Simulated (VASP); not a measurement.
# AgI (P6_3mc) in VASP: notebook

The runs below take AgI through single point, with PBE.

Program: VASP 6.6.1. These are calculated values, not measurements. Logs are shortened: lines on timing, memory, paths and dates and some standing lists are left out, and cuts for length are marked.

## 1. The cell of the first run

The structure is hexagonal, space group P6_3mc (No. 186). Conventional cell: a = 4.757 Å, b = 4.757 Å, c = 7.592 Å, α = 90.00°, β = 90.00°, γ = 120.00°. Ag (site symmetry 3m) has 4 I at 2.85 to 2.91 Å within 3.8 Å. Within 3.8 Å of I (site symmetry 3m) lie 4 Ag at 2.85 to 2.91 Å.

## 2. Single point, PBE (biaxial strain in the a-b plane: +1.5 %)

Contents of INCAR:

```
SYSTEM = AgI
PREC = Accurate
ENCUT = 500
EDIFF = 1E-6
ISMEAR = 0
SIGMA = 0.02
LREAL = .FALSE.
LASPH = .TRUE.
NELM = 120
ALGO = Normal
ISIF = 2
LWAVE = .FALSE.
LCHARG = .FALSE.
GGA = PE
NBANDS = 26
GGA_COMPAT = .FALSE.
```

Contents of KPOINTS:

```
Automatic mesh
0
G
  6 6 4
  0 0 0
```

Contents of POSCAR:

```
AgI
1.0
    4.7565810929      0.0000000000      0.0000000000
   -2.3782905464      4.1193200616      0.0000000000
    0.0000000000      0.0000000000      7.5921823244
Ag I
2 2
Direct
    0.3333333333      0.6666666667      0.0024494374
    0.6666666667      0.3333333333      0.5024494374
    0.3333333333      0.6666666667      0.3774505626
    0.6666666667      0.3333333333      0.8774505626
```

Potentials or basis: VASP PAW PBE potentials, release 64 (Ag, I).

Command:

```sh
$ cat potpaw_PBE.64/Ag/POTCAR potpaw_PBE.64/I/POTCAR > POTCAR
$ mpirun -np 1 vasp_std > vasp.out
```

OUTCAR:

```text
SYSTEM = AgI
   PREC = Accurate
   ENCUT = 500
   EDIFF = 1E-6
   ISMEAR = 0
   LREAL = .FALSE.
   LASPH = .TRUE.
   NELM = 120
   ISIF = 2
   GGA = PE

 ion  position               nearest neighbor table
   1  0.333  0.667  0.002-   3 2.85   4 2.91   4 2.91   4 2.91
   2  0.667  0.333  0.502-   4 2.85   3 2.91   3 2.91   3 2.91
   3  0.333  0.667  0.377-   1 2.85   2 2.91   2 2.91   2 2.91
   4  0.667  0.333  0.877-   2 2.85   1 2.91   1 2.91   1 2.91

  LATTYP: Found a hexagonal cell.
 ALAT       =     4.7565810929
 C/A-ratio  =     1.5961427286

  Lattice vectors:

 A1 = (   4.7565810929,   0.0000000000,   0.0000000000)
 A2 = (  -2.3782905464,   4.1193200616,   0.0000000000)
 A3 = (   0.0000000000,   0.0000000000,   7.5921823244)

Analysis of symmetry for initial positions (statically):
=====================================================================
 Subroutine PRICEL returns:
 Original cell was already a primitive cell.

 Routine SETGRP: Setting up the symmetry group for a
 hexagonal supercell.

 Subroutine GETGRP returns: Found 12 space group operations
 (whereof  6 operations were pure point group operations)
 out of a pool of 24 trial point group operations.

The static configuration has the point symmetry C_3v.
 The point group associated with its full space group is C_6v.

Analysis of symmetry for dynamics (positions and initial velocities):
=====================================================================
 Subroutine PRICEL returns:
 Original cell was already a primitive cell.

 Routine SETGRP: Setting up the symmetry group for a
 hexagonal supercell.

 Subroutine GETGRP returns: Found 12 space group operations
 (whereof  6 operations were pure point group operations)
 out of a pool of 24 trial point group operations.

The dynamic configuration has the point symmetry C_3v.
 The point group associated with its full space group is C_6v.

 Subroutine INISYM returns: Found 12 space group operations
 (whereof  6 operations are pure point group operations),
 and found     1 'primitive' translations

----------------------------------------------------------------------------------------

                                     Primitive cell

  volume of cell :     148.7603

  direct lattice vectors                    reciprocal lattice vectors
     4.756581093  0.000000000  0.000000000     0.210235037  0.121379255  0.000000000
    -2.378290546  4.119320062  0.000000000     0.000000000  0.242758510  0.000000000
     0.000000000  0.000000000  7.592182324     0.000000000  0.000000000  0.131714434

  length of vectors
     4.756581093  4.756581093  7.592182324     0.242758510  0.242758510  0.131714434

  position of ions in fractional coordinates (direct lattice)
     0.333333333  0.666666667  0.002449437
     0.666666667  0.333333333  0.502449437
     0.333333333  0.666666667  0.377450563
     0.666666667  0.333333333  0.877450563

  ion indices of the primitive-cell ions
   primitive index   ion index
                 1           1
                 2           2
                 3           3
                 4           4

----------------------------------------------------------------------------------------

 KPOINTS: Automatic mesh

Automatic generation of k-mesh.
 Grid dimensions read from file:
 generate k-points for:    6    6    4

 Generating k-lattice:

  Cartesian coordinates                     Fractional coordinates (reciprocal lattice)
     0.035039173  0.020229876  0.000000000     0.166666667 -0.000000000  0.000000000
     0.000000000  0.040459752  0.000000000     0.000000000  0.166666667  0.000000000
     0.000000000  0.000000000  0.032928609     0.000000000  0.000000000  0.250000000

  Length of vectors
     0.040459752  0.040459752  0.032928609

  Shift w.r.t. Gamma in fractional coordinates (k-lattice)
     0.000000000  0.000000000  0.000000000

 Subroutine IBZKPT returns following result:
 ===========================================

 Found     21 irreducible k-points:

 Following reciprocal coordinates:
            Coordinates               Weight
  0.000000  0.000000  0.000000      1.000000
  0.166667  0.000000  0.000000      6.000000
  0.333333  0.000000  0.000000      6.000000
  0.500000  0.000000  0.000000      3.000000
  0.166667  0.166667  0.000000      6.000000
  0.333333  0.166667  0.000000     12.000000
[... 13 lines left out ...]
  0.333333  0.166667  0.500000     12.000000
  0.333333  0.333333  0.500000      2.000000
   k-points           NKPTS =     21   k-points in BZ     NKDIM =     21   number of bands    NBANDS=     26
   number of dos      NEDOS =    301   number of ions     NIONS =      4
   total plane-waves  NPLWV =  72576
   dimension x,y,z NGX =    36 NGY =   36 NGZ =   56
   dimension x,y,z NGXF=    72 NGYF=   72 NGZF=  112
   ions per type =               2   2
   NGX,Y,Z   is equivalent  to a cutoff of  12.58, 12.58, 12.26 a.u.
   NGXF,Y,Z  is equivalent  to a cutoff of  25.16, 25.16, 24.52 a.u.
 SYSTEM =  AgI
   PREC   = accura    normal or accurate (medium, high low for compatibility)
   ISTART =      0    job   : 0-new  1-cont  2-samecut
   ICHARG =      2    charge: 1-file 2-atom 10-const
   ISPIN  =      1    spin polarized calculation?
   LNONCOLLINEAR =      F non collinear calculations
   LSORBIT =      F    spin-orbit coupling
   LASPH  =      T    aspherical Exc in radial PAW
   ENCUT  =  500.0 eV  36.75 Ry    6.06 a.u.   8.67  8.67 13.84*2*pi/ulx,y,z
   NELM   =    120;   NELMIN=  2; NELMDL= -5     # of ELM steps
   EDIFF  = 0.1E-05   stopping-criterion for ELM
   LREAL  =      F    real-space projection
   EDIFFG = 0.1E-04   stopping-criterion for IOM
   NSW    =      0    number of steps for IOM
   IBRION =     -1    ionic relax: 0-MD 1-quasi-New 2-CG
   NFREE  =      0    steps in history (QN), initial steepest desc. (CG)
   ISIF   =      2    stress and relaxation
   ISYM   =      2    0-nonsym 1-usesym 2-fastsym
   POTIM  = 0.5000    time-step for ionic-motion
   TEBEG  =    0.0;   TEEND  =   0.0 temperature during run
   PSTRESS=    0.0 pullay stress
   NELECT =      36.0000    total number of electrons
   NUPDOWN=      -1.0000    fix difference up-down
   EMIN   =  10.00;   EMAX   =-10.00  energy-range for DOS
   EFERMI =   0.00;   METHOD = LEGACY
   ISMEAR =     0;   SIGMA  =   0.02  broadening in eV -4-tet -1-fermi 0-gaus
   EFERMI_NEDOS =   21; number of points for ismear=-14 and -15
   IALGO  =     38    algorithm
   IMIX   =      4    mixing-type and parameters
     AMIX     =   0.40;   BMIX     =  1.00
     AMIX_MAG =   1.60;   BMIX_MAG =  1.00
  volume/ion in A,a.u.               =      37.19       250.97
  Fermi-wavevector in a.u.,A,eV,Ry     =   1.020187  1.927875 14.160705  1.040782
  Thomas-Fermi vector in A             =   2.153743
   LORBIT       =      0    0 simple, 1 ext, 2 COOP (PROOUT), +10 PAW based schemes
   GGA     = PE    functional components
   LHFCALC =     F    Hartree Fock is set to
   AEXX    =    0.0000 exact exchange contribution
   IVDW    =     0    specifies the selected vdW correction
   LEPSILON=     F    determine dielectric tensor
   LRPA    =     F    only Hartree local field effects (RPA)
 non-spin polarized calculation
 Gauss-broadening in eV      SIGMA  =   0.02
  energy-cutoff  :      500.00
  volume of cell :      148.76
 maximum number of plane-waves:      3804
 NGX is ok and might be reduce to    36
   NGX = 17   NGY = 17   NGZ = 27

 number of electron      35.9999997 magnetization

 Free energy of the ion-electron system (eV)
  ---------------------------------------------------
  ext. energy  EPLUGINS =         0.00000000
  ---------------------------------------------------
  free energy    TOTEN  =        -9.56816120 eV

  energy without entropy =       -9.56816120  energy(sigma->0) =       -9.56816120

 E-fermi :   2.3199     XC(G=0):  -8.0495

 val. band max:        2.2291466380   @ k =   0.0000   0.0000   0.0000
 cond. band min:       3.6232084642   @ k =   0.0000   0.0000   0.0000
 fundamental gap:      1.3940618262
 Fermi energy:         2.3199164426

 k-point     1 :       0.0000    0.0000    0.0000
  band No.  band energies     occupation
      1     -10.1254      2.00000
      2      -9.8782      2.00000
      3      -1.5053      2.00000
      4      -1.4697      2.00000
      5      -1.4697      2.00000
      6      -1.3907      2.00000
[... 18 lines left out ...]
     25       8.9336      0.00000
     26       9.5547      0.00000

 k-point     2 :       0.1667    0.0000    0.0000
  band No.  band energies     occupation
      1     -10.0772      2.00000
      2      -9.8576      2.00000
      3      -1.5134      2.00000
      4      -1.4647      2.00000
      5      -1.4321      2.00000
      6      -1.3441      2.00000
[... 18 lines left out ...]
     25       9.2145      0.00000
     26       9.4074      0.00000

 k-point     3 :       0.3333    0.0000    0.0000
  band No.  band energies     occupation
      1      -9.9694      2.00000
      2      -9.8244      2.00000
      3      -1.5606      2.00000
      4      -1.4306      2.00000
      5      -1.3621      2.00000
      6      -1.2694      2.00000
[... 18 lines left out ...]
     25       9.7249      0.00000
     26       9.9684      0.00000

 k-point     4 :       0.5000    0.0000    0.0000
  band No.  band energies     occupation
      1      -9.9018      2.00000
      2      -9.8198      2.00000
      3      -1.5543      2.00000
      4      -1.4204      2.00000
      5      -1.3310      2.00000
      6      -1.1898      2.00000
[... 18 lines left out ...]
     25       9.7681      0.00000
     26      11.1396      0.00000

 k-point     5 :       0.1667    0.1667    0.0000
  band No.  band energies     occupation
      1      -9.9986      2.00000
      2      -9.8310      2.00000
      3      -1.5060      2.00000
      4      -1.4389      2.00000
      5      -1.4094      2.00000
      6      -1.2974      2.00000
[... 18 lines left out ...]
     25       9.6610      0.00000
     26       9.9082      0.00000

 k-point     6 :       0.3333    0.1667    0.0000
  band No.  band energies     occupation
      1      -9.9029      2.00000
      2      -9.8192      2.00000
      3      -1.4941      2.00000
      4      -1.3692      2.00000
      5      -1.3333      2.00000
      6      -1.2262      2.00000
[... 340 lines left out ...]
 k-point    18 :       0.5000    0.0000    0.5000
  band No.  band energies     occupation
      1      -9.8593      2.00000
      2      -9.8593      2.00000
      3      -1.6468      2.00000
      4      -1.6468      2.00000
      5      -1.2088      2.00000
      6      -1.2088      2.00000
[... 18 lines left out ...]
     25       9.6663      0.00000
     26       9.6663      0.00000

 k-point    19 :       0.1667    0.1667    0.5000
  band No.  band energies     occupation
      1      -9.9148      2.00000
      2      -9.9148      2.00000
      3      -1.6012      2.00000
      4      -1.6012      2.00000
      5      -1.3414      2.00000
      6      -1.3414      2.00000
[... 18 lines left out ...]
     25       9.3156      0.00000
     26       9.3156      0.00000

 k-point    20 :       0.3333    0.1667    0.5000
  band No.  band energies     occupation
      1      -9.8595      2.00000
      2      -9.8595      2.00000
      3      -1.5859      2.00000
      4      -1.5859      2.00000
      5      -1.2720      2.00000
      6      -1.2720      2.00000
[... 18 lines left out ...]
     25       9.6789      0.00000
     26       9.6789      0.00000

 k-point    21 :       0.3333    0.3333    0.5000
  band No.  band energies     occupation
      1      -9.8410      2.00000
      2      -9.8410      2.00000
      3      -1.5050      2.00000
      4      -1.5050      2.00000
      5      -1.3017      2.00000
      6      -1.3017      2.00000
[... 18 lines left out ...]
     25      10.4003      0.00000
     26      10.4416      0.00000

------------------------ aborting loop because EDIFF is reached ----------------------------------------

  FORCE on cell =-STRESS in cart. coord.  units (eV):
  Direction    XX          YY          ZZ          XY          YZ          ZX
  --------------------------------------------------------------------------------------
  -------------------------------------------------------------------------------------
  Total       -0.8362559     -0.8362559      0.0040518     -0.0000000      0.0000000      0.0000000
  in kB       -9.0066382     -9.0066382      0.0436385     -0.0000000      0.0000000      0.0000000
  external PRESSURE =      -5.9898793 kB  Pullay stress =       0.0000000 kB

 VOLUME and BASIS-vectors are now :
 -----------------------------------------------------------------------------
  energy-cutoff  :      500.00
  volume of cell :      148.76
      direct lattice vectors                 reciprocal lattice vectors
     4.756581093  0.000000000  0.000000000     0.210235037  0.121379255  0.000000000
    -2.378290546  4.119320062  0.000000000     0.000000000  0.242758510  0.000000000
     0.000000000  0.000000000  7.592182324     0.000000000  0.000000000  0.131714434

 POSITION                                       TOTAL-FORCE (eV/Angst)
 -----------------------------------------------------------------------------------
     -0.00000      2.74621      0.01860        -0.000000      0.000000     -0.075511
      2.37829      1.37311      3.81469         0.000000     -0.000000     -0.075511
     -0.00000      2.74621      2.86567        -0.000000     -0.000000      0.075511
      2.37829      1.37311      6.66176        -0.000000      0.000000      0.075511
 -----------------------------------------------------------------------------------
    total drift:                               -0.000000      0.000000      0.000434

  FREE ENERGIE OF THE ION-ELECTRON SYSTEM (eV)
  ---------------------------------------------------
  free  energy   TOTEN  =        -9.5681612022 eV

  energy  without entropy=       -9.5681612022  energy(sigma->0) =       -9.56816120
```

Wall time 36 s (1 thread of Intel Xeon 6975P-C (Granite Rapids), shared host); peak memory 0.27 GiB.

What came out:

| Property | Result |
| --- | --- |
| Free energy | -9.5682 eV |
| Pressure | -0.6 GPa |
| Largest force | 0.076 eV/Å |
| Band gap on the k mesh | 1.39 eV |

Forces on the atoms (eV/Å):
```
Ag   0.000  0.000 -0.076
Ag   0.000  0.000 -0.076
I    0.000  0.000  0.076
I    0.000  0.000  0.076
```

Stress tensor (GPa, compression positive):
```
-0.90  0.00  0.00
 0.00 -0.90  0.00
 0.00  0.00  0.00
```

Caveat: the cell differs from its parent crystal (biaxial strain in the a-b plane: +1.5 %); spin-orbit coupling is left out, which moves the levels of the heavy elements.

## 3. Single point, PBE (biaxial strain in the a-b plane: +3.0 %, then relaxed in part)

Contents of INCAR:

```
SYSTEM = AgI
  PREC = Accurate
  ENCUT = 500
  EDIFF = 1E-6
  ISMEAR = 0
  SIGMA = 0.02
  LREAL = .FALSE.
  LASPH = .TRUE.
  NELM = 120
  ALGO = Normal
  ISIF = 2
  LWAVE = .FALSE.
  LCHARG = .FALSE.
  GGA = PE
  NBANDS = 26
  GGA_COMPAT = .FALSE.
```

Contents of KPOINTS:

```
regular mesh
0
G
  6 6 4
  0 0 0
```

Contents of POSCAR:

```
AgI
1.0
    4.8268753947      0.0000000000      0.0000000000
   -2.4134376974      4.1801967127      0.0000000000
    0.0000000000      0.0000000000      7.4343511886
Ag I
2 2
Direct
    0.3333333333      0.6666666667     -0.0049789708
    0.6666666667      0.3333333333      0.4950210292
    0.3333333333      0.6666666667      0.3848789708
    0.6666666667      0.3333333333      0.8848789708
```

Potentials or basis: VASP PAW PBE potentials, release 64 (Ag, I).

Command:

```sh
$ cat potpaw_PBE.64/Ag/POTCAR potpaw_PBE.64/I/POTCAR > POTCAR
$ mpirun -np 1 vasp_std > vasp.out
```

Run time: 34 s. Hardware: 1 thread of Intel Xeon 6975P-C (Granite Rapids), shared host; peak memory 0.27 GiB.

Results (log left out):

```
Free energy            : -9.5493 eV
Pressure               : -0.8 GPa
Band gap on the k mesh : 1.40 eV
```

Stress tensor (GPa, compression positive):
```
-1.21  0.00  0.00
 0.00 -1.21  0.00
 0.00  0.00 -0.13
```

Levels at points of the mesh, in eV from the valence-band top:
```
           k point  band 16  band 17  band 18  band 19  band 20  band 21
(0.00, 0.00, 0.00)    -0.05     0.00     0.00     1.40     2.41     5.74
(0.50, 0.00, 0.00)    -1.56    -0.77    -0.66     3.37     3.50     5.15
(0.00, 0.00, 0.50)    -0.31    -0.31    -0.31     2.58     2.58     5.77
(0.50, 0.00, 0.50)    -1.10    -0.87    -0.87     3.44     3.44     4.96
```

Caveat: the cell differs from its parent crystal (biaxial strain in the a-b plane: +3.0 %, then relaxed in part); spin-orbit coupling is left out, which moves the levels of the heavy elements.
